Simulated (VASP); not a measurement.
Runs of VASP 6.6.1 on InP. The structure is that of space group F-43m (No. 216), or close to it. The cells are those of the table. 

```tsv
task	cell	cutoff (eV)	gap on the mesh (eV)	pressure (GPa)
single point	a = 4.084 Å, angles 60.0°, 2 atoms	520	0.75	2.0
single point	a = 4.102 Å, angles 60.0°, 2 atoms	520	0.68	1.0
single point	a = 3.920 Å, angles 60.0°, 2 atoms	520	1.28	15.0
relaxation of cell and atoms	relaxed to 15 GPa from a = 4.121 Å, angles 60.0°, 2 atoms	600	1.28	15.0
single point	a = 4.010 Å, angles 60.0°, 2 atoms	520	1.04	7.0
relaxation of cell and atoms	relaxed to 2 GPa from a = 4.121 Å, angles 60.0°, 2 atoms	600	0.74	2.0
single point	a = 3.973 Å, angles 60.0°, 2 atoms	520	1.19	10.0
relaxation of cell and atoms	relaxed to 10 GPa from a = 4.121 Å, angles 60.0°, 2 atoms	600	(b)	10.0
relaxation of cell and atoms	relaxed to 7 GPa from a = 4.121 Å, angles 60.0°, 2 atoms	600	1.04	7.0
relaxation of cell and atoms	relaxed to 1 GPa from a = 4.121 Å, angles 60.0°, 2 atoms	600	(a)	1.0
single point	a = 4.052 Å, angles 60.0°, 2 atoms	520	0.87	4.0
relaxation of cell and atoms	relaxed to 4 GPa from a = 4.121 Å, angles 60.0°, 2 atoms	600	0.87	4.0
```

Alike in all rows: level LDA; potentials or basis VASP PAW LDA potentials, release 64 (In_d, P); no spin polarisation; k mesh 8 × 8 × 8; smearing gaussian 0.01 eV.

Question: Fill in the values left out.

Answer: (a) 0.67; (b) 1.18.

Caveats: spin-orbit coupling is left out, which moves the levels of the heavy elements; the cell is relaxed towards a set pressure, so the enthalpy falls and the energy may rise (some runs).

A k mesh can miss the band edges, and the runs leave out spin-orbit coupling on In.
